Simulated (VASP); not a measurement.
RbBr:

```xyz
2
Lattice="0.0000 3.4270 3.4270 3.4270 0.0000 3.4270 3.4270 3.4270 0.0000" Properties=species:S:1:pos:R:3 pbc="T T T"
Rb    0.0000    0.0000    0.0000
Br    3.4270    3.4270    3.4270
```

Base run:

| Property | Result |
| --- | --- |
| Program | VASP 6.6.1 |
| Functional | PBE0 |
| Potentials or basis | VASP PAW PBE potentials, release 64 (Rb_sv, Br) |
| Cutoff | 520 eV |
| k mesh | 4 × 4 × 4 |
| Occupations | fermi-dirac, width 0.05 eV |
| Spin | no spin polarisation |

Its results: band gap on the k mesh 6.25 eV; pressure 0.7 GPa.

Question: After a change of settings the same cell gave: band gap on the k mesh 5.52 eV; pressure 0.8 GPa. Which change was it?
A. functional from PBE0 to HSE06
B. functional from PBE0 to r2SCAN; k mesh from 4 × 4 × 4 to 7 × 7 × 7
C. functional from PBE0 to PBEsol; k mesh from 4 × 4 × 4 to 6 × 6 × 6

Answer: A.

Caveats: the PAW data sets were made with another functional, which shifts forces and pressure a little.
